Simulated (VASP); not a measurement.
# H2W12N in VASP: single point with PBE+D3(BJ)

Aim: the single point of H2W12N with PBE+D3(BJ).

Everything below comes from runs of VASP 6.6.1. Logs are shortened: lines on timing, memory, paths and dates and some standing lists are left out, and cuts for length are marked.

### 1 The cell of the first run

The cell holds a slab with vacuum, 15 atoms: a = 5.472 Å, b = 5.472 Å, c = 23.082 Å, α = 90.00°, β = 90.00°, γ = 109.47°.

### 2 Single point, PBE+D3(BJ)

The input, INCAR:

```
SYSTEM = H2W12N
PREC = Accurate
ENCUT = 520
EDIFF = 1E-6
ISMEAR = 0
SIGMA = 0.1
LREAL = Auto
LASPH = .TRUE.
NELM = 80
ALGO = Fast
ISIF = 2
LWAVE = .FALSE.
LCHARG = .FALSE.
LDIPOL = .TRUE.
IDIPOL = 3
DIPOL = 0.5 0.5 0.479
GGA = PE
IVDW = 12
NBANDS = 100
```

The input, KPOINTS:

```
regular mesh
0
G
  4 4 1
  0 0 0
```

The input, POSCAR:

```
H2W12N
1.0
    5.4721979647      0.0000000000      0.0000000000
   -1.8240659882      5.1592377184      0.0000000000
    0.0000000000      0.0000000000     23.0818822519
W N H
12 1 2
Direct
    0.2500000000      0.2500000000      0.3465921848
    0.2500000000      0.7500000000      0.3465921848
    0.7500000000      0.2500000000      0.3465921848
    0.7500000000      0.7500000000      0.3465921848
    0.4976380937      0.5030883693      0.4409932373
    0.5023596171     -0.0031155407      0.4409888676
   -0.0021797452      0.5017724875      0.4412008303
    0.0022413405     -0.0017569138      0.4411951087
    0.7506320194      0.7503236886      0.5402041056
    0.7478682594      0.2407279434      0.5334010547
    0.2493119396      0.7496997941      0.5401945542
    0.2522145880      0.2593622594      0.5333854919
    0.9999600699      0.7499507591      0.6132433781
    1.0393471909      0.9104499626      0.6388778729
    0.9605501978      0.5894357231      0.6388673256
```

Potentials or basis: VASP PAW PBE potentials, release 64 (W_sv, N, H).

Run with:

```console
cat potpaw_PBE.64/W_sv/POTCAR potpaw_PBE.64/N/POTCAR potpaw_PBE.64/H/POTCAR > POTCAR
mpirun -np 1 vasp_std > vasp.out
```

OUTCAR:

```text
SYSTEM = H2W12N
   PREC = Accurate
   ENCUT = 520
   EDIFF = 1E-6
   ISMEAR = 0
   LREAL = Auto
   LASPH = .TRUE.
   NELM = 80
   ISIF = 2
   GGA = PE
   IVDW = 12
 IVDW          = 12

 ion  position               nearest neighbor table
   1  0.250  0.250  0.347-   5 2.69   8 2.69   2 2.74   2 2.74   3 2.74   3 2.74   7 3.14   6 3.14
                             4 3.16   4 3.16
   2  0.250  0.750  0.347-   6 2.69   7 2.70   1 2.74   1 2.74   4 2.74   4 2.74   5 3.10   8 3.11
                             3 3.16   3 3.16
   3  0.750  0.250  0.347-   6 2.69   7 2.69   4 2.74   4 2.74   1 2.74   1 2.74   8 3.14   5 3.14
                             2 3.16   2 3.16
   4  0.750  0.750  0.347-   5 2.69   8 2.70   3 2.74   3 2.74   2 2.74   2 2.74   6 3.10   7 3.11
                             1 3.16   1 3.16
   5  0.498  0.503  0.441-  12 2.63   4 2.69   1 2.69   6 2.69   7 2.73   7 2.74   6 2.78   9 2.78
                             2 3.10  10 3.13   3 3.14   8 3.16   8 3.16  11 3.18
   6  0.502  0.997  0.441-  10 2.63   2 2.69   3 2.69   5 2.69   8 2.73   8 2.74   5 2.78  11 2.78
                             4 3.10  12 3.13   1 3.14   7 3.16   7 3.16   9 3.18
   7  0.998  0.502  0.441-  10 2.67   3 2.69   2 2.70   8 2.71   5 2.73   5 2.74   8 2.76  11 2.78
                            12 3.08   4 3.11   1 3.14   6 3.16   6 3.16   9 3.18
   8  0.002  0.998  0.441-  12 2.67   1 2.69   4 2.70   7 2.71   6 2.73   6 2.74   7 2.76   9 2.78
                            10 3.08   2 3.11   3 3.14   5 3.16   5 3.16  11 3.18
   9  0.751  0.750  0.540-  13 2.17  10 2.69  11 2.73  11 2.74   8 2.78   5 2.78  10 2.79  12 3.13
                             7 3.18   6 3.18  12 3.20
  10  0.748  0.241  0.533-   6 2.63   7 2.67   9 2.69  12 2.73  12 2.75   9 2.79   8 3.08   5 3.13
                            11 3.13  11 3.20
  11  0.249  0.750  0.540-  13 2.17  12 2.69   9 2.73   9 2.74   7 2.78   6 2.78  12 2.79  10 3.13
                             8 3.18   5 3.18  10 3.20
  12  0.252  0.259  0.533-   5 2.63   8 2.67  11 2.69  10 2.73  10 2.75  11 2.79   7 3.08   6 3.13
                             9 3.13   9 3.20
  13  1.000  0.750  0.613-  15 1.02  14 1.02   9 2.17  11 2.17
  14  0.039  0.910  0.639-  13 1.02
  15  0.961  0.589  0.639-  13 1.02

  LATTYP: Found a base centered orthorhombic cell.
 ALAT       =     6.3187499359
 B/A-ratio  =     1.4142135624
 C/A-ratio  =     3.6529190878

  Lattice vectors:

 A1 = (   5.4721979647,   0.0000000000,   0.0000000000)
 A2 = (  -1.8240659882,   5.1592377184,   0.0000000000)
 A3 = (   0.0000000000,   0.0000000000,  23.0818822519)

Analysis of symmetry for initial positions (statically):
=====================================================================
 Subroutine PRICEL returns:
 Original cell was already a primitive cell.

 Routine SETGRP: Setting up the symmetry group for a
 base centered orthorhombic supercell.

 Subroutine GETGRP returns: Found  1 space group operations
[... 160 lines left out ...]
 RMM-DIIS sequential band-by-band and
 Gauss-broadening in eV      SIGMA  =   0.10
  energy-cutoff  :      520.00
  volume of cell :      651.66
 maximum number of plane-waves:     17583
 NGX is ok and might be reduce to    42
   NGX = 21   NGY = 21   NGZ = 85

 dipolmoment           0.000000      0.000000      0.180836 electrons x Angstroem

 number of electron     175.0000026 magnetization

 dipolmoment           0.000000      0.000000     -0.213523 electrons x Angstroem

 Free energy of the ion-electron system (eV)
  ---------------------------------------------------
  ext. energy  EPLUGINS =         0.00000000
  ---------------------------------------------------
  free energy    TOTEN  =      -160.92187591 eV

  energy without entropy =     -160.87464599  energy(sigma->0) =     -160.89826095

 E-fermi :   0.6216     XC(G=0):  -5.1117

 val. band max:        0.5530060050   @ k =   0.0000   0.2500   0.0000
 cond. band min:       0.6332274016   @ k =   0.2500   0.0000   0.0000
 fundamental gap:      0.0802213966
 Fermi energy:         0.6215920166

 k-point     1 :       0.0000    0.0000    0.0000
  band No.  band energies     occupation
      1     -73.4664      2.00000
      2     -73.4045      2.00000
      3     -73.3727      2.00000
      4     -73.3587      2.00000
      5     -73.3529      2.00000
      6     -73.3155      2.00000
[... 1009 lines left out ...]
     98       1.6365      0.00000
     99       1.8763      0.00000
 [bands above 99 left out]

------------------------ aborting loop because EDIFF is reached ----------------------------------------

 vacuum level on the upper side and lower side of the slab       (xc-potential included)        -0.776         0.555

 Edisp (eV)   -5.60809

 E8    (eV) :    -2.9467

  FORCE on cell =-STRESS in cart. coord.  units (eV):
  Direction    XX          YY          ZZ          XY          YZ          ZX
  --------------------------------------------------------------------------------------
  -------------------------------------------------------------------------------------
  Total     -11.82921   -12.86313     0.47362    -2.58710    -0.00471     0.00080
  in kB     -29.08357   -31.62559     1.16446    -6.36070    -0.01158     0.00196
  external pressure =      -19.85 kB  Pullay stress =        0.00 kB

 VOLUME and BASIS-vectors are now :
 -----------------------------------------------------------------------------
  energy-cutoff  :      520.00
  volume of cell :      651.66
      direct lattice vectors                 reciprocal lattice vectors
     5.472197965  0.000000000  0.000000000     0.182741927  0.064609028  0.000000000
    -1.824065988  5.159237718  0.000000000     0.000000000  0.193827083  0.000000000
     0.000000000  0.000000000 23.081882252     0.000000000  0.000000000  0.043324023

 POSITION                                       TOTAL-FORCE (eV/Angst)
 -----------------------------------------------------------------------------------
      0.91203      1.28981      8.00000         0.172650      0.066293      0.107149
      0.00000      3.86943      8.00000        -0.116838     -0.068670     -0.177218
      3.64813      1.28981      8.00000        -0.172570     -0.066258      0.108434
      2.73610      3.86943      8.00000         0.117993      0.068176     -0.176532
      1.80551      2.59555     10.17895         0.004088      0.006570     -0.002406
      0.93063      5.14316     10.17885         0.000514     -0.002065      0.001226
      4.54500      2.58876     10.18375        -0.002590      0.004252     -0.002554
     -1.80860      5.15017     10.18361        -0.004291     -0.005417      0.000010
      2.73897      3.87110     12.46893        -0.018347     -0.003652      0.005151
      3.65338      1.24197     12.31190        -0.003131      0.000682      0.036546
     -0.00322      3.86788     12.46871         0.021397      0.004917      0.008307
      0.90707      1.33811     12.31154         0.000897     -0.006005      0.044014
      4.10402      3.86917     14.15481        -0.000430      0.003510      0.066979
     -1.44541      4.69723     14.74650        -0.000647     -0.000129     -0.010441
      4.18115      3.04104     14.74626         0.001304     -0.002203     -0.008665
 -----------------------------------------------------------------------------------
    total drift:                                0.000314      0.000122      0.010549

  FREE ENERGIE OF THE ION-ELECTRON SYSTEM (eV)
  ---------------------------------------------------
  free  energy   TOTEN  =      -166.5299631504 eV

  energy  without entropy=     -166.4827332273  energy(sigma->0) =     -166.50634819

 vacuum level on the upper side and lower side of the slab         3.984         5.336
```

OSZICAR:

```text
N       E                     dE             d eps       ncg     rms          rms(c)
DAV:   1     0.215707397030E+04    0.21571E+04   -0.10795E+05  2560   0.163E+03
DAV:   2    -0.604203330668E+02   -0.22175E+04   -0.21821E+04  2272   0.505E+02
DAV:   3    -0.166705675786E+03   -0.10629E+03   -0.10261E+03  2424   0.108E+02
[... 23 lines left out ...]
RMM:  27    -0.160921860904E+03   -0.21729E-04   -0.45231E-06  1138   0.191E-03    0.870E-04
RMM:  28    -0.160921868857E+03   -0.79522E-05   -0.22160E-06  1091   0.154E-03    0.331E-04
RMM:  29    -0.160921874009E+03   -0.51525E-05   -0.16163E-06  1047   0.132E-03    0.210E-04
RMM:  30    -0.160921875327E+03   -0.13185E-05   -0.77844E-07   769   0.961E-04    0.174E-04
RMM:  31    -0.160921875912E+03   -0.58458E-06   -0.51408E-07   661   0.841E-04
   1 F= -.16652996E+03 E0= -.16650635E+03  d E =-.472299E-01
```

Run time: 38 min. Hardware: 1 thread of Oxide Virtual Turin-like, shared host; peak memory 0.86 GiB.

What came out:

* Free energy: -166.5300 eV
* Largest force: 0.223 eV/Å
* Band gap on the k mesh: zero (an odd number of electrons rules out a gap without spin polarisation)
* Dispersion energy per atom: -0.374 eV

Forces on the atoms (eV/Å):
```
W    0.173  0.066  0.107
W   -0.117 -0.069 -0.177
W   -0.173 -0.066  0.108
W    0.118  0.068 -0.177
W    0.004  0.007 -0.002
W    0.001 -0.002  0.001
W   -0.003  0.004 -0.003
W   -0.004 -0.005  0.000
W   -0.018 -0.004  0.005
W   -0.003  0.001  0.037
W    0.021  0.005  0.008
W    0.001 -0.006  0.044
N    0.000  0.004  0.067
H   -0.001  0.000 -0.010
H    0.001 -0.002 -0.009
```

Caveat: spin-orbit coupling is left out, which moves the levels of the heavy elements.

The gap in the log of VASP goes by the Fermi energy; the results here count the filled bands.